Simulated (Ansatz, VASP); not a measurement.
## HfB2: VASP beside Ansatz

Contents of INCAR:

```
SYSTEM = HfB2
PREC     = Accurate       ! precision mode
ENCUT    = 520            ! plane-wave cutoff, eV
EDIFF    = 1E-8           ! SCF threshold, eV
ISMEAR   = -1             ! smearing method
SIGMA    = 0.05           ! smearing width, eV
LREAL    = .FALSE.        ! projectors in reciprocal space
LASPH    = .TRUE.         ! aspherical terms in the spheres
NELM     = 60             ! most SCF steps
ALGO     = Normal         ! electronic algorithm
ISIF     = 2              ! what is computed and relaxed
LWAVE    = .FALSE.        ! write WAVECAR
LCHARG   = .FALSE.        ! write CHGCAR
GGA      = PS             ! functional
LEFG     = .TRUE.       
NBANDS   = 15             ! bands
```

The input KPOINTS:

```
Automatic mesh
0
G
  13 13 11
  0 0 0
```

File POSCAR:

```
HfB2
1.0
    3.1607954092      0.0000000000      0.0000000000
   -1.5803977046      2.7373291205      0.0000000000
    0.0000000000      0.0000000000      3.5030470293
Hf B
1 2
Direct
    0.0000000000      0.0000000000      0.0000000000
    0.3333333333      0.6666666667      0.5000000000
    0.6666666667      0.3333333333      0.5000000000
```

Input for Ansatz:

```yaml
crystal:
  lattice:
    - [3.1607954092, 0.0, 0.0]
    - [-1.5803977046, 2.7373291205, 0.0]
    - [0.0, 0.0, 3.5030470293]
  atoms:
    - { symbol: Hf, position: [0.0, 0.0, 0.0] }
    - { symbol: B, position: [0.3333333333, 0.6666666667, 0.5] }
    - { symbol: B, position: [0.6666666667, 0.3333333333, 0.5] }
kpoints:
  mp_grid: { grid: [13, 13, 11] }
scf:
  occupations: { method: fermi_dirac, width: 0.05 }
hamiltonian:
  xc: pbesol
  pseudopotentials: { kind: paw }
output:
  forces: true
  stress: true
  eigenvalues: true
  efg: { contact_densities: true }
```

Change from the starting cell: volume scaled by 1.02, PAW files.

Alike in both runs: task electric field gradients; functional PBEsol; k mesh 13 × 13 × 11; occupations fermi-dirac, width 0.05 eV; no spin polarisation.

|  | VASP | Ansatz |
| --- | --- | --- |
| version | VASP 6.6.1 | Ansatz 0.2.0 |
| potentials or method | VASP PAW PBE potentials, release 64 (Hf_pv, B) | PAW with Ansatz's default frozen-core files, scalar-relativistic |
| plane-wave cutoff (eV) | 520 | 420 |
| valence electrons in the cell | 16 | 32 |

Ansatz gave:

```
pressure (GPa)                                                : -9.0
traceless stress, the component that is largest in VASP (GPa) : -0.51
size of Vzz on the site where it differs most (V/Å²)          : 107.0
```

Problem. Estimate VASP's values.

Solution. Pressure (GPa): -9.2; traceless stress, the component that is largest in VASP (GPa): -0.37; size of Vzz on the site where it differs most (V/Å²): 79.3.

VASP's potentials were made for PBE, not for PBEsol. The functional is the same, so the differences come from potentials, cutoffs and numerics. VASP's potentials hold 16 valence electrons a cell and Ansatz's 32, so a difference there can come from the potentials and not from the codes.

Spin-orbit coupling is off throughout.
